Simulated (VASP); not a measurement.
CoSi2, 3 atoms in the cell. Symmetry: Fm-3m, No. 225, cubic system. Conventional cell: a = 5.517 Å, b = 5.517 Å, c = 5.517 Å, α = 90.00°, β = 90.00°, γ = 90.00°. Co (site symmetry m-3m) has 8 Si at 2.39 Å within 3.2 Å. Within 3.2 Å of Si (site symmetry -43m) lie 4 Co at 2.39 Å and 6 Si at 2.76 Å. 

| Property | Result |
| --- | --- |
| Program | VASP 6.6.1 |
| Task | single point |
| Functional | PBEsol |
| Potentials or basis | VASP PAW PBE potentials, release 64 (Co, Si) |
| Cutoff | 520 eV |
| k mesh | 14 × 14 × 14 |
| Occupations | gaussian, width 0.15 eV |
| Spin | collinear spin, ferromagnetic start |
| Starting moments | [1.925, 0.0, 0.0] μB |
| Fixed moment | 1.925 μB |
| Dipole correction | no |
| Further INCAR settings | ALGO = Normal; EDIFF = 1e-06; NBANDS = 20 |

Potentials or basis: VASP PAW PBE potentials, release 64 (Co, Si).

The run is started by

```sh
$ cat potpaw_PBE.64/Co/POTCAR potpaw_PBE.64/Si/POTCAR > POTCAR
$ mpirun -np 1 vasp_std > vasp.out
```

Hardware: 1 thread of Intel Xeon 8259CL, on a shared host.

**Question.** How long does it take, and how much memory?

**Answer.** Wall time 4.2 min on 1 thread of Intel Xeon 8259CL, with other jobs on the host, peak memory 0.28 GiB. Counts: scf iterations 15, k points 104.
